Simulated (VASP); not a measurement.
# TiB2: single point with PBEsol

Crystal: TiB2.

```
Ti B
1.0
     2.98826    0.00000    0.00000
    -1.49413    2.58791    0.00000
     0.00000    0.00000    3.18477
Ti B
1 2
Direct
  0.00000 0.00000 0.00000
  0.33333 0.66667 0.50000
  0.66667 0.33333 0.50000
```

This cell differs from its parent crystal: volume scaled by 0.96.

```json
{"Program": "VASP 6.6.1", "Task": "single point", "Functional": "PBEsol", "Potentials or basis": "VASP PAW PBE potentials, release 64 (Ti_sv, B)", "Cutoff": "520 eV", "k mesh": "14 × 14 × 11", "Occupations": "fermi-dirac, width 0.03 eV", "Spin": "no spin polarisation"}
```

```
Pressure               : 6.2 GPa
Band gap on the k mesh : zero (band 9 reaches 10.87 eV, above the bottom of band 10 at 10.19 eV)
```

Stress tensor (GPa, compression positive):
```
8.04 0.00 0.00
0.00 8.04 0.00
0.00 0.00 2.52
```

Levels at points of the mesh, in eV from the Fermi level:
```
           k point  band 6  band 7  band 8  band 9  band 10  band 11  band 12  band 13
(0.00, 0.00, 0.00)   -2.72   -2.72   -2.35   -2.29     1.98     1.98     3.84     3.84
(0.50, 0.00, 0.00)   -9.28   -3.39   -3.34   -2.43     1.38     2.89     3.40     3.46
```

Wall time 50 s on 1 thread of Intel Xeon 8259CL (shared host), peak memory 0.18 GiB.

Caveat: the PAW data sets were made with another functional, which shifts forces and pressure a little.
